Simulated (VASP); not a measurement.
# BP: single point with LDA

BP:

```
B P
1.0
     0.00000    2.23833    2.23833
     2.23833    0.00000    2.23833
     2.23833    2.23833    0.00000
B P
1 1
Direct
  0.00000 0.00000 0.00000
  0.75000 0.75000 0.75000
```

This cell differs from its parent crystal: volume scaled by 0.96.

```json
{
 "Program": "VASP 6.6.1",
 "Task": "single point",
 "Functional": "LDA",
 "Potentials or basis": "VASP PAW LDA potentials, release 64 (B, P)",
 "Cutoff": "520 eV",
 "k mesh": "15 × 15 × 15",
 "Occupations": "fermi-dirac, width 0.05 eV",
 "Spin": "no spin polarisation"
}
```

```json
{
  "Pressure": "1.5 GPa",
  "Band gap on the k mesh": "1.14 eV, indirect (least direct gap 3.44 eV)"
}
```

Levels at points of the mesh, in eV from the valence-band top:
```
           k point  band 2  band 3  band 4  band 5  band 6  band 7
(0.00, 0.00, 0.00)    0.00    0.00    0.00    3.44    3.44    3.44
```

It took 30 s on 1 thread of AMD EPYC 7R43 64-Core Processor (Zen 3), on a shared host, peak memory 0.1 GiB.

 A k mesh can miss the band edges.
